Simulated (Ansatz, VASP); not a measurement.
## CoPtO2: VASP beside Ansatz

```
CELL_PARAMETERS angstrom
1.41227 0.81537 5.93939
-1.41227 0.81537 5.93939
0.00000 -1.63075 5.93939
ATOMIC_POSITIONS crystal
Co 0.50000 0.50000 0.50000
Pt 0.00000 0.00000 0.00000
O 0.88776 0.88776 0.88776
O 0.11224 0.11224 0.11224
```

Alike in both runs: task single point; functional PBE; k mesh 12 × 12 × 12; occupations gaussian, width 0.05 eV; no spin polarisation.

|  | VASP | Ansatz |
| --- | --- | --- |
| version | VASP 6.6.1 | Ansatz 0.2.0 |
| potentials or method | VASP PAW PBE potentials, release 64 (Co, Pt, O), cutoff 520 eV | scalar-relativistic, plane waves, PAW |
| valence electrons in the cell | 31 | 47 |

```csv
,VASP,Ansatz,Ansatz less VASP
gap on the k mesh at the Fermi level (eV),none,none,-
pressure (GPa),6.4,6.3,-0.12
"traceless stress, the component that is largest in VASP (GPa)",0.81,0.43,-0.378
rms of the force components (eV/Å),0.021,0.015,-0.0060
```

Atom by atom the forces differ by 0.006 eV/Å (rms over components). A gap of «none» marks a metal or a gap that the smearing closes. With one functional, cell and mesh, what is left measures potentials, basis and numerics. VASP's potentials hold 31 valence electrons a cell and Ansatz's 47, so a difference there can come from the potentials and not from the codes.

Neither program's run includes spin-orbit coupling.
